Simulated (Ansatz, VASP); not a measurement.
# One calculation of HfBe3, two programs

```
Hf Be
1.0
     3.45812    0.00000    0.00000
     0.00000    3.45812    0.00000
     0.00000    0.00000    3.45812
Hf Be
1 3
Direct
  0.00000 0.00000 0.00000
  0.00000 0.50000 0.50000
  0.50000 0.00000 0.50000
  0.50000 0.50000 0.00000
```

Alike in both runs: task relaxation of cell and atoms; functional PBE; k mesh 6 × 6 × 6; occupations gaussian, width 0.1 eV; no spin polarisation.

|  | VASP | Ansatz |
| --- | --- | --- |
| version | VASP 6.6.1 | Ansatz 0.2.0 |
| potentials or method | VASP PAW PBE potentials, release 64 (Hf_pv, Be), cutoff 600 eV | scalar-relativistic, plane waves, PAW |
| valence electrons in the cell | 16 | 32 |

```csv
,VASP,Ansatz,Ansatz less VASP
"gap on the k mesh at the Fermi level, each at its own relaxed structure (eV)",none,none,-
relaxed volume (Å³/atom),12.43,12.41,-0.020
relaxed cell length with the largest relative difference (Å),3.678,3.676,-0.0020
```

A gap of «none» marks a metal or a gap that the smearing closes. VASP's potentials hold 16 valence electrons a cell and Ansatz's 32, so a difference there can come from the potentials and not from the codes.

Spin-orbit coupling is off throughout. Noted on VASP's run: the volume moved by over 15 % at a fixed basis, so the end points are rough.
